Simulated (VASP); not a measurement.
Crystal: PtSe2.

```
CELL_PARAMETERS angstrom
0.00000 3.14594 3.14594
3.14594 0.00000 3.14594
3.14594 3.14594 0.00000
ATOMIC_POSITIONS crystal
Pt 0.00000 0.00000 0.00000
Se 0.25000 0.25000 0.25000
Se 0.75000 0.75000 0.75000
```

```yaml
Program: VASP 6.6.1
Task: relaxation of cell and atoms
Functional: PBEsol
Potentials_or_basis: VASP PAW PBE potentials, release 64 (Pt, Se)
Cutoff: 600 eV
k_mesh: 6 × 6 × 6
Occupations: fermi-dirac, width 0.02 eV
Spin: no spin polarisation
```

At the start: pressure -4.9 GPa; volume 20.76 Å³/atom.

Question: Where does the relaxation end?

Answer: Over 6 steps the energy falls by 14.1 meV/atom and the volume is 19.87 Å³/atom (-4.3 %); space group Fm-3m (No. 225, to 0.1 Å) before and after.

The path:
```tsv
step	energy change (eV)	largest force (eV/Å)	pressure (GPa)	volume (Å³)
1	0.0000	0.0000	-4.89	62.27
2	0.0171	0.0000	6.91	56.73
3	-0.0423	0.0000	-0.05	59.64
4	-0.0423	0.0000	0.06	59.59
5	-0.0423	0.0000	-0.07	59.65
6	-0.0423	0.0000	0.00	59.61
```

Final structure:
```yaml
crystal:
  lattice:
    - [0.00000, 3.10057, 3.10057]
    - [3.10057, 0.00000, 3.10057]
    - [3.10057, 3.10057, 0.00000]
  atoms:
    - { symbol: Pt, position: [0.00000, 0.00000, 0.00000] }
    - { symbol: Se, position: [0.25000, 0.25000, 0.25000] }
    - { symbol: Se, position: [0.75000, 0.75000, 0.75000] }
```

Caveat: the PAW data sets were made with another functional, which shifts forces and pressure a little.
